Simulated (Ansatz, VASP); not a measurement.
One calculation of Al, two programs

```
Al
1.0
    -1.53044    1.53044    1.77714
     1.53044   -1.53044    1.77714
     1.53044    1.53044   -1.77714
Al
1
Direct
  0.00000 0.00000 0.00000
```

Alike in both runs: task single point; functional LDA; k mesh 22 × 22 × 22; occupations gaussian, width 0.15 eV; no spin polarisation.

|  | VASP | Ansatz |
| --- | --- | --- |
| version | VASP 6.6.1 | Ansatz 0.2.0 |
| potentials or method | VASP PAW LDA potentials, release 64 (Al), cutoff 520 eV | scalar-relativistic, plane waves, PAW |
| valence electrons in the cell | 3 | 3 |

|  | VASP | Ansatz | Ansatz less VASP |
| --- | --- | --- | --- |
| gap on the k mesh at the Fermi level (eV) | none | none | - |
| pressure (GPa) | -2.3 | -2.4 | -0.06 |
| traceless stress, the component that is largest in VASP (GPa) | 4.70 | 4.67 | -0.031 |

LDA's correlation is that of Perdew and Zunger in VASP and of Perdew and Wang (1992) in Ansatz. A gap of «none» marks a metal or a gap that the smearing closes.
